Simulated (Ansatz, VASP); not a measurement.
## SiNi3: VASP beside Ansatz

```
Si Ni
1.0
     3.46570    0.00000    0.00000
     0.00000    3.46570    0.00000
     0.00000    0.00000    3.46570
Si Ni
1 3
Direct
  0.00000 0.00000 0.00000
  0.00000 0.50000 0.50000
  0.50000 0.00000 0.50000
  0.50000 0.50000 0.00000
```

Alike in both runs: functional PBE; dispersion D3(BJ); k mesh 12 × 12 × 12; occupations gaussian, width 0.1 eV; no spin polarisation.

Ansatz relaxed the structure, and its values are those at the end. VASP's run is a single point on that final structure, the one shown.

|  | VASP | Ansatz |
| --- | --- | --- |
| version | VASP 6.6.1 | Ansatz 0.2.0 |
| potentials or method | VASP PAW PBE potentials, release 64 (Si, Ni), cutoff 520 eV | scalar-relativistic, plane waves, PAW |
| valence electrons in the cell | 34 | 58 |

```tsv
	VASP	Ansatz	Ansatz less VASP
gap on the k mesh at the Fermi level (eV)	none	none	-
pressure (GPa)	0.0	0.0	-0.08
```

A gap of «none» marks a metal or a gap that the smearing closes. VASP's potentials hold 34 valence electrons a cell and Ansatz's 58, so a difference there can come from the potentials and not from the codes.
